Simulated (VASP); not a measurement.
# AlCu3 (R-3m) in VASP: further runs, part 2 of 2

VASP 6.6.1.

### Step 3. Single point, LDA (12.96 Å³/atom)

This run uses another cell than the first one, of 12.96 Å³/atom.

Contents of INCAR:

```
SYSTEM = AlCu3
  PREC = Accurate
  ENCUT = 520
  EDIFF = 1E-6
  ISMEAR = 0
  SIGMA = 0.15
  LREAL = .False.
  LASPH = .True.
  NELM = 100
  ALGO = Fast
  ISIF = 2
  LWAVE = .False.
  LCHARG = .False.
  NBANDS = 26
```

Contents of KPOINTS:

```
Automatic mesh
0
Gamma
  14 14 14
  0 0 0
```

Contents of POSCAR:

```
AlCu3
1.0
    0.1208281844      3.0207046101      3.0207046101
    3.0207046101      0.1208281844      3.0207046101
    3.0207046101      3.0207046101      0.1208281844
Al Cu
1 3
Direct
    0.0000000000      0.0000000000      0.0000000000
    0.5000000000      0.5000000000      0.5000000000
    0.2500000000      0.2500000000      0.2500000000
    0.7500000000      0.7500000000      0.7500000000
```

Potentials or basis: VASP PAW LDA potentials, release 64 (Al, Cu).

On the command line:

```console
> cat potpaw_LDA.64/Al/POTCAR potpaw_LDA.64/Cu/POTCAR > POTCAR
> mpirun -np 1 vasp_std > vasp.out
```

OUTCAR:

```text
SYSTEM = AlCu3
   PREC = Accurate
   ENCUT = 520
   EDIFF = 1E-6
   ISMEAR = 0
   LREAL = .False.
   LASPH = .True.
   NELM = 100
   ISIF = 2

 ion  position               nearest neighbor table
   1  0.000  0.000  0.000-   4 2.53   4 2.53   4 2.53   3 2.53   3 2.53   3 2.53   4 2.67   3 2.67
                             2 2.96   2 2.96   2 2.96   2 2.96   2 2.96   2 2.96
   2  0.500  0.500  0.500-   3 2.53   3 2.53   3 2.53   4 2.53   4 2.53   4 2.53   4 2.67   3 2.67
                             1 2.96   1 2.96   1 2.96   1 2.96   1 2.96   1 2.96
   3  0.250  0.250  0.250-   1 2.53   1 2.53   1 2.53   2 2.53   2 2.53   2 2.53   2 2.67   1 2.67

   4  0.750  0.750  0.750-   2 2.53   2 2.53   2 2.53   1 2.53   1 2.53   1 2.53   2 2.67   1 2.67

  LATTYP: Found a trigonal (rhomboedric) cell.
 ALAT       =     4.2736298545
 COS(alpha) =     0.5395683453

  Lattice vectors:

 A1 = (   0.1208281844,   3.0207046101,   3.0207046101)
 A2 = (   3.0207046101,   0.1208281844,   3.0207046101)
 A3 = (   3.0207046101,   3.0207046101,   0.1208281844)

Analysis of symmetry for initial positions (statically):
=====================================================================
 Subroutine PRICEL returns:
 Original cell was already a primitive cell.

 Routine SETGRP: Setting up the symmetry group for a
[... 177 lines left out ...]
 fundamental gap:      0.0161167420
 Fermi energy:         7.5877806695

 k-point     1 :       0.0000    0.0000    0.0000
  band No.  band energies     occupation
      1      -2.4804      2.00000
      2       3.1719      2.00000
      3       3.1719      2.00000
      4       3.1872      2.00000
      5       3.2366      2.00000
      6       3.2366      2.00000
[... 685 lines left out ...]
     25      15.2710      0.00000
     26      16.7101      0.00000

 [... further k-points ...]

------------------------ aborting loop because EDIFF is reached ----------------------------------------

  FORCE on cell =-STRESS in cart. coord.  units (eV):
  Direction    XX          YY          ZZ          XY          YZ          ZX
  --------------------------------------------------------------------------------------
  -------------------------------------------------------------------------------------
  Total       -4.2250024     -4.2250024     -4.2250024     -0.9154529     -0.9154529     -0.9154529
  in kB     -130.6291594   -130.6291594   -130.6291594    -28.3040875    -28.3040875    -28.3040875
  external PRESSURE =    -130.6291594 kB  Pullay stress =       0.0000000 kB

 VOLUME and BASIS-vectors are now :
 -----------------------------------------------------------------------------
  energy-cutoff  :      520.00
  volume of cell :       51.82
      direct lattice vectors                 reciprocal lattice vectors
     0.120828184  3.020704610  3.020704610    -0.175801947  0.169040334  0.169040334
     3.020704610  0.120828184  3.020704610     0.169040334 -0.175801947  0.169040334
     3.020704610  3.020704610  0.120828184     0.169040334  0.169040334 -0.175801947

 POSITION                                       TOTAL-FORCE (eV/Angst)
 -----------------------------------------------------------------------------------
      0.00000      0.00000      0.00000        -0.000000      0.000000     -0.000000
      3.08112      3.08112      3.08112        -0.000000      0.000000     -0.000000
      1.54056      1.54056      1.54056        -0.006795     -0.006795     -0.006795
      4.62168      4.62168      4.62168         0.006795      0.006795      0.006795
 -----------------------------------------------------------------------------------
    total drift:                               -0.000000      0.000000      0.000000

  FREE ENERGIE OF THE ION-ELECTRON SYSTEM (eV)
  ---------------------------------------------------
  free  energy   TOTEN  =       -18.7441784996 eV

  energy  without entropy=      -18.7332490937  energy(sigma->0) =      -18.73871380
```

OSZICAR:

```text
N       E                     dE             d eps       ncg     rms          rms(c)
DAV:   1     0.248820455136E+03    0.24882E+03   -0.15555E+04 15480   0.215E+03
DAV:   2    -0.367594482678E+01   -0.25250E+03   -0.24159E+03 14978   0.347E+02
DAV:   3    -0.222203618611E+02   -0.18544E+02   -0.17461E+02 17144   0.135E+02
DAV:   4    -0.226366521083E+02   -0.41629E+00   -0.41496E+00 21924   0.235E+01
DAV:   5    -0.226425046984E+02   -0.58526E-02   -0.58518E-02 22874   0.223E+00    0.162E+01
RMM:   6    -0.215817467849E+02    0.10608E+01   -0.42004E+01 16931   0.101E+02    0.117E+01
RMM:   7    -0.187452001327E+02    0.28365E+01   -0.10627E+01 16223   0.539E+01    0.135E+00
RMM:   8    -0.187400377186E+02    0.51624E-02   -0.22569E-01 18115   0.703E+00    0.539E-01
RMM:   9    -0.187440602621E+02   -0.40225E-02   -0.84710E-02 18081   0.248E+00    0.407E-01
RMM:  10    -0.187432167321E+02    0.84353E-03   -0.24219E-02 17907   0.198E+00    0.126E-01
RMM:  11    -0.187440862414E+02   -0.86951E-03   -0.98243E-03 20470   0.102E+00    0.106E-01
RMM:  12    -0.187441108093E+02   -0.24568E-04   -0.22315E-03 20019   0.398E-01    0.265E-02
RMM:  13    -0.187441744850E+02   -0.63676E-04   -0.74523E-04 22150   0.208E-01    0.165E-02
RMM:  14    -0.187441811469E+02   -0.66619E-05   -0.51646E-05 18534   0.891E-02    0.171E-02
RMM:  15    -0.187441769458E+02    0.42011E-05   -0.26253E-05 17277   0.708E-02    0.234E-03
RMM:  16    -0.187441782887E+02   -0.13430E-05   -0.12614E-05 17082   0.252E-02    0.294E-03
RMM:  17    -0.187441784996E+02   -0.21082E-06   -0.20044E-06 10674   0.205E-02
   1 F= -.18744178E+02 E0= -.18738714E+02  d E =-.109294E-01
```

stdout:

```text
POSCAR found type information on POSCAR AlCu
 POSCAR found :  2 types and       4 ions
 scaLAPACK will be used
 LDA part: xc-table for (Slater(with rela. corr.)+CA(PZ))
 , standard interpolation
 POSCAR, INCAR and KPOINTS ok, starting setup
 FFT: planning ... GRIDC
 FFT: planning ... GRID_SOFT
 FFT: planning ... GRID
 WAVECAR not read
 entering main loop
```

Run time: 4.2 min. Hardware: 1 thread of Intel Xeon Platinum 8488C (Sapphire Rapids), shared host; peak memory 0.4 GiB.

Results:

* Free energy: -18.7442 eV
* Pressure: -13.1 GPa
* Largest force: 0.012 eV/Å
* Band gap on the k mesh: zero (bands 18 and 19 overlap by 5.51 eV)

Forces in eV/Å, atoms in the order of the input:
```
Al   0.000  0.000  0.000
Cu   0.000  0.000  0.000
Cu  -0.007 -0.007 -0.007
Cu   0.007  0.007  0.007
```

Levels at points of the mesh, in eV from the Fermi level:
```csv
k point,band 15,band 16,band 17,band 18,band 19,band 20,band 21,band 22
"(0.00, 0.00, 0.00)",-2.42,-2.42,2.90,3.34,3.92,3.92,4.05,4.05
"(0.50, 0.00, 0.00)",-2.41,-2.38,-2.14,2.28,2.50,2.62,2.67,3.20
"(0.50, 0.50, 0.00)",-2.31,-2.26,-2.18,-2.11,-1.66,1.48,2.24,10.11
"(0.50, 0.50, 0.50)",-2.41,-2.41,-2.15,2.96,2.96,3.01,3.01,3.75
```

Caveat: the cell stands under tension.

### Step 4. Single point, LDA (10.64 Å³/atom)

This run uses another cell than the first one, of 10.64 Å³/atom.

Contents of INCAR:

```
SYSTEM = AlCu3
ALGO = Fast ; EDIFF = 1E-6
ENCUT = 520 ; GGA = CA
ISIF = 2 ; ISMEAR = 0
LASPH = .TRUE. ; LCHARG = .FALSE.
LREAL = .FALSE. ; LWAVE = .FALSE.
NBANDS = 26 ; NELM = 60
PREC = Accurate ; SIGMA = 0.15
```

Contents of KPOINTS:

```
k-points
0
G
  14 14 14
  0 0 0
```

Contents of POSCAR:

```
AlCu3
1.0
   -0.2198925454      2.6658363968      2.6658363968
    2.6658363968     -0.2198925454      2.6658363968
    2.6658363968      2.6658363968     -0.2198925454
Al Cu
1 3
Direct
    0.0000000000      0.0000000000      0.0000000000
    0.5000000000      0.5000000000      0.5000000000
    0.2500000000      0.2500000000      0.2500000000
    0.7500000000      0.7500000000      0.7500000000
```

On the command line:

```console
> cat potpaw_LDA.64/Al/POTCAR potpaw_LDA.64/Cu/POTCAR > POTCAR
> mpirun -np 1 vasp_std > vasp.out
```

It took 5.7 min on 1 thread of Intel Xeon 6975P-C (Granite Rapids), shared host; peak memory 0.34 GiB.

Results (log left out):

| Quantity | Value |
| --- | --- |
| Free energy | -18.3447 eV |
| Pressure | 22.0 GPa |
| Largest force | 0.097 eV/Å |
| Band gap on the k mesh | zero (bands 18 and 19 overlap by 5.60 eV) |

Forces on the atoms (eV/Å):
```
Al   0.000  0.000  0.000
Cu   0.000  0.000  0.000
Cu  -0.056 -0.056 -0.056
Cu   0.056  0.056  0.056
```

Stress tensor (GPa, compression positive):
```
22.02 17.24 17.24
17.24 22.02 17.24
17.24 17.24 22.02
```

Levels at points of the mesh, in eV from the Fermi level:
```csv
k point,band 15,band 16,band 17,band 18,band 19,band 20,band 21,band 22
"(0.00, 0.00, 0.00)",-2.82,-2.82,3.35,3.35,4.01,4.18,4.18,4.56
"(0.50, 0.00, 0.00)",-2.85,-2.80,-2.49,2.82,2.84,3.26,3.37,5.02
"(0.50, 0.50, 0.00)",-2.78,-2.76,-2.55,-2.41,-1.84,1.68,3.49,10.69
"(0.50, 0.50, 0.50)",-2.76,-2.76,-2.44,2.00,2.00,2.56,2.56,3.03
```

Caveat: the cell stands under pressure.

### Step 5. Overview

| cell | gap on the mesh (eV) | pressure (GPa) | largest force (eV/Å) |
| --- | --- | --- | --- |
| a = 3.984 Å, angles 65.4°, 4 atoms | none | -6.9 | 0.01 |
| a = 4.274 Å, angles 57.3°, 4 atoms | none | -13.1 | 0.01 |
| a = 3.776 Å, angles 65.4°, 4 atoms | none | 22.0 | 0.10 |

Alike in all rows: task single point; level LDA; potentials or basis VASP PAW LDA potentials, release 64 (Al, Cu); no spin polarisation; k mesh 14 × 14 × 14; cutoff (eV) 520; smearing gaussian 0.15 eV.

Caveats: the cell stands under tension (at least some runs); the cell stands under pressure (at least some runs).

Total energies depend on the potentials used, so only differences within one code and one set of settings carry meaning.

The gap in the log of VASP goes by the Fermi energy; the results here count the filled bands.